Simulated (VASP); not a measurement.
Wanted: the native input for a VASP 6.6.1 run.

```
Task                   : single point
Functional             : r2SCAN
Potentials or basis    : VASP PAW PBE potentials, release 64 (Mn_pv)
Cutoff                 : 520 eV
k mesh                 : 7 × 7 × 4
Occupations            : fermi-dirac, width 0.1 eV
Spin                   : collinear spin, ferromagnetic start
Starting moments       : [3.753, 3.753] μB
Dipole correction      : no
Further INCAR settings : ALGO = Normal; EDIFF = 1e-07; NBANDS = 24
```

Crystal: Mn.

```
Mn
1.0
     2.80337    0.00000    0.00000
    -1.40169    2.42779    0.00000
     0.00000    0.00000    4.51388
Mn
2
Direct
  0.33333 0.66667 0.25000
  0.66667 0.33333 0.75000
```

This isn't the form of Mn at room conditions, which is a 58-atom cubic cell.

These files were run (other wordings do the same):

POSCAR

```
Mn
1.0
    2.8033701236      0.0000000000      0.0000000000
   -1.4016850618      2.4277897433      0.0000000000
    0.0000000000      0.0000000000      4.5138801884
Mn
2
Direct
    0.3333333333      0.6666666667      0.2500000000
    0.6666666667      0.3333333333      0.7500000000
```

INCAR.step1

```
  PREC = Accurate
  ENCUT = 520
  ISMEAR = -1
  SIGMA = 0.1
  LREAL = False
  LASPH = True
  NELM = 150
  ISPIN = 2
  MAGMOM = 3.753 3.753
  LMAXMIX = 4
  NBANDS = 24
  GGA = PE
  ALGO = Normal
  EDIFF = 1E-4
  LWAVE = True
  LCHARG = False
```

INCAR.step2

```
  PREC = Accurate
  ENCUT = 520
  EDIFF = 1E-7
  ISMEAR = -1
  SIGMA = 0.1
  LREAL = False
  LASPH = True
  NELM = 150
  ALGO = Normal
  ISIF = 2
  LWAVE = False
  LCHARG = False
  ISPIN = 2
  MAGMOM = 3.753 3.753
  LORBIT = 11
  LMAXMIX = 4
  METAGGA = R2SCAN
  LMIXTAU = True
  NBANDS = 24
  ISTART = 1
```

KPOINTS

```
regular mesh
0
Gamma
  7 7 4
```

Potentials or basis: VASP PAW PBE potentials, release 64 (Mn_pv).

Launch:

```bash
$ cat potpaw_PBE.64/Mn_pv/POTCAR > POTCAR
$ cp INCAR.step1 INCAR
$ mpirun -np 1 vasp_std > vasp.out
$ cp INCAR.step2 INCAR
$ mpirun -np 1 vasp_std > vasp.out
```

It gave:

- Pressure: 1.2 GPa
- Net moment: 7.65 μB per cell
- Site moments: Mn +3.77 μB
- Valence electrons inside the program's atomic spheres: Mn 11.53

Caveat: the k points lie up to 0.37 Å⁻¹ apart; the PAW data sets were made with another functional, which shifts forces and pressure a little.

It took 2.5 min on 1 thread of Intel Xeon 8259CL (shared host), peak memory 0.19 GiB.
